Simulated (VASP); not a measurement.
MgO, 8 atoms in the cell. The structure is orthorhombic, space group Amm2 (No. 38). The conventional cell has a = 4.270 Å, b = 6.039 Å, c = 6.039 Å, α = 90.00°, β = 90.00°, γ = 90.00°. Mg (site symmetry mm2) has 6 O at 2.08 to 2.19 Å within 2.8 Å. Within 2.8 Å of Mg (site symmetry mm2) lie 6 O at 2.14 Å. Mg (site symmetry m) has 6 O at 2.14 Å within 2.8 Å. O (site symmetry mm2) has 6 Mg at 2.14 Å within 2.8 Å. O (site symmetry mm2) has 6 Mg at 2.14 Å within 2.8 Å. Within 2.8 Å of O (site symmetry m) lie 6 Mg at 2.08 to 2.19 Å.  This cell differs from its parent crystal: atom 1 (Mg) moved +0.080 Å along Cartesian [1 1 0].

```yaml
Program: VASP 6.6.1
Task: single point
Functional: PBE
Potentials_or_basis: VASP PAW PBE potentials, release 64 (Mg, O)
Cutoff: 520 eV
k_mesh: 6 × 6 × 6
Occupations: gaussian, width 0.05 eV
Spin: no spin polarisation
Dipole_correction: no
Further_INCAR_settings: ALGO = Normal; EDIFF = 1e-06; NBANDS = 26
```

Potentials or basis: VASP PAW PBE potentials, release 64 (Mg, O).

Run with:

```sh
$ cat potpaw_PBE.64/Mg/POTCAR potpaw_PBE.64/O/POTCAR > POTCAR
$ mpirun -np 1 vasp_std > vasp.out
```

Hardware: 1 thread of Intel Xeon 6975P-C, with other jobs on the host.

How long does it take, and how much memory?

Wall time 45 s on 1 thread of Intel Xeon 6975P-C (shared host), peak memory 0.22 GiB. Counts: scf iterations 12, k points 52.
